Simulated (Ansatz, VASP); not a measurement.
BaO: VASP beside Ansatz

POSCAR

```
BaO
1.0
    0.0000000000      2.7153565467      2.7153565467
    2.7153565467      0.0000000000      2.7153565467
    2.7153565467      2.7153565467      0.0000000000
Ba O
1 1
Direct
    0.0000000000      0.0000000000      0.0000000000
    0.5000000000      0.5000000000      0.5000000000
```

File INCAR.step1:

```
SYSTEM = BaO
PREC = Accurate ; ENCUT = 660
ISMEAR = 0 ; SIGMA = 0.01
LREAL = .False. ; LASPH = .True.
NELM = 120 ; NBANDS = 15
GGA = PE ; ALGO = Normal
EDIFF = 1E-5 ; LWAVE = .True.
LCHARG = .False. ; GGA_COMPAT = .False.
```

The input INCAR.step2:

```
SYSTEM = BaO
PREC = Accurate ; ENCUT = 660
EDIFF = 1E-6 ; ISMEAR = 0
SIGMA = 0.01 ; LREAL = .False.
LASPH = .True. ; NELM = 120
ALGO = Normal ; ISIF = 2
LWAVE = .False. ; LCHARG = .False.
METAGGA = R2SCAN ; LMIXTAU = .True.
NBANDS = 15 ; ISTART = 1
GGA_COMPAT = .False.
```

Contents of KPOINTS:

```
Automatic mesh
0
Gamma
  6 6 6
  0 0 0
```

Input for Ansatz:

```yaml
crystal:
  lattice:
    - [0.0, 2.7153565467, 2.7153565467]
    - [2.7153565467, 0.0, 2.7153565467]
    - [2.7153565467, 2.7153565467, 0.0]
  atoms:
    - { symbol: Ba, position: [0.0, 0.0, 0.0] }
    - { symbol: O, position: [0.5, 0.5, 0.5] }
kpoints:
  mp_grid: { grid: [6, 6, 6] }
hamiltonian:
  xc: r2scan
scf:
  occupations: { method: fixed }
  n_extra_bands: 4
output:
  forces: true
  stress: true
  eigenvalues: true
```

Alike in both runs: task single point; functional r2SCAN; k mesh 6 × 6 × 6; no spin polarisation.

|  | VASP | Ansatz |
| --- | --- | --- |
| version | VASP 6.6.1 | Ansatz 0.2.0 |
| potentials or method | VASP PAW PBE potentials, release 64 (Ba_sv, O) | plane waves, PAW |
| plane-wave cutoff (eV) | 660 | 500 |
| occupations | gaussian, width 0.01 eV | fixed |
| valence electrons in the cell | 16 | 16 |

VASP gave:

| Item | Value |
| --- | --- |
| gap on the k mesh at the Fermi level (eV) | 2.08 |
| pressure (GPa) | 7.5 |

**Question.** Estimate Ansatz's values.

**Answer.** gap on the k mesh at the Fermi level (eV): 2.15; pressure (GPa): 5.4.

VASP's potentials were made for PBE, not for r2SCAN.

Neither program's run includes spin-orbit coupling.
